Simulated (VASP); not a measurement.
Set up this calculation in VASP 6.6.1, as the native input.

```
Task                   : single point
Functional             : PBEsol
Dispersion             : D3(BJ)
Potentials or basis    : VASP PAW PBE potentials, release 64 (C)
Cutoff                 : 520 eV
k mesh                 : 15 × 15 × 15
Occupations            : gaussian, width 0.05 eV
Spin                   : no spin polarisation
Dipole correction      : no
Further INCAR settings : ALGO = Normal; EDIFF = 1e-06; NBANDS = 11
```

The structure of C lies in POSCAR:

```
C
1.0
    1.2290461105      0.7095901028      3.2829684898
   -1.2290461105      0.7095901028      3.2829684898
    0.0000000000     -1.4191802055      3.2829684898
C
2
Direct
    0.1730107263      0.1730107263      0.1730107263
    0.8269892737      0.8269892737      0.8269892737
```

This cell differs from its parent crystal: mode 4 frozen in at +0.063 Å and mode 6 at +0.000 Å (largest displacements).

One way to write it, as run:

INCAR

```
  PREC = Accurate
  ENCUT = 520
  EDIFF = 1E-6
  ISMEAR = 0
  SIGMA = 0.05
  LREAL = False
  LASPH = True
  NELM = 80
  ALGO = Normal
  ISIF = 2
  LWAVE = False
  LCHARG = False
  GGA = PS
  IVDW = 12
  NBANDS = 11
```

KPOINTS

```
Automatic mesh
0
Gamma
  15 15 15
```

Potentials or basis: VASP PAW PBE potentials, release 64 (C).

Command:

```sh
$ cat potpaw_PBE.64/C/POTCAR > POTCAR
$ mpirun -np 1 vasp_std > vasp.out
```

Results of the run:

The pressure is -0.2 GPa. The largest force is 2.098 eV/Å, the band gap on the k mesh is 0.55 eV, direct and the dispersion energy per atom is -0.113 eV.

Caveat: the cell differs from its parent crystal (mode 4 frozen in at +0.063 Å and mode 6 at +0.000 Å (largest displacements)); the PAW data sets were made with another functional, which shifts forces and pressure a little.

Run time: 47 s on 1 thread of Intel(R) Xeon(R) 6975P-C (Granite Rapids), on a shared host, peak memory 0.19 GiB.
